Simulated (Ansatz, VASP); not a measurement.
Two plane-wave programs on MgO

```
CELL_PARAMETERS angstrom
0.00000 2.13515 2.13515
2.13515 0.00000 2.13515
2.13515 2.13515 0.00000
ATOMIC_POSITIONS crystal
Mg 0.00000 0.00000 0.00000
O 0.50000 0.50000 0.48344
```

Change from the starting cell: all O atoms moved -0.050 Å, as atom 2 along Cartesian [1 1 0].

Alike in both runs: task single point; functional PBE; k mesh 10 × 10 × 10; occupations gaussian, width 0.05 eV; no spin polarisation.

|  | VASP | Ansatz |
| --- | --- | --- |
| version | VASP 6.6.1 | Ansatz 0.2.0 |
| potentials or method | VASP PAW PBE potentials, release 64 (Mg_sv, O), cutoff 840 eV | scalar-relativistic, plane waves, PAW |
| valence electrons in the cell | 16 | 16 |

|  | VASP | Ansatz | Ansatz less VASP |
| --- | --- | --- | --- |
| gap on the k mesh at the Fermi level (eV) | 4.35 | 4.35 | +0.002 |
| least direct gap on the mesh (eV) | 4.35 | 4.35 | +0.002 |
| pressure (GPa) | -1.5 | -1.5 | -0.02 |
| traceless stress, the component that is largest in VASP (GPa) | -0.26 | -0.25 | +0.002 |
| rms of the force components (eV/Å) | 0.132 | 0.129 | -0.0031 |

Atom by atom the forces differ by 0.003 eV/Å (rms over components). With one functional, cell and mesh, what is left measures potentials, basis and numerics.
